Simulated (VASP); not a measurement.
Runs of VASP 6.6.1 on MgS. The structure is that of space group Fm-3m (No. 225), or close to it. The cells are those of the table. 

| cell | k mesh | smearing | gap on the mesh (eV) | pressure (GPa) |
| --- | --- | --- | --- | --- |
| a = 3.661 Å, angles 60.0°, 2 atoms | 8 × 8 × 8 | gaussian 0.01 eV | 3.47 | (a) |
| a = 3.698 Å, angles 60.0°, 2 atoms | 8 × 8 × 8 | gaussian 0.01 eV | 3.40 | -1.6 |
| a = 3.688, b = 3.688, c = 3.679 Å, angles 60.1, 60.1, 59.8°, 2 atoms | 8 × 8 × 8 | gaussian 0.01 eV | 3.40 | -0.8 |
| a = 3.679 Å, angles 60.0°, 2 atoms | 10 × 10 × 10 | fermi-dirac 0.08 eV | 3.43 | -0.5 |
| a = 3.679 Å, angles 60.0°, 2 atoms | 8 × 8 × 8 | methfessel-paxton 0.005 eV | 3.43 | -0.5 |

Alike in all rows: task single point; level r2SCAN; potentials or basis VASP PAW PBE potentials, release 64 (Mg, S); no spin polarisation; cutoff (eV) 660.

Question: Fill in the values left out.

Answer: (a) 0.8.

Caveats: the PAW data sets were made with another functional, which shifts forces and pressure a little.

A k mesh can miss the band edges.
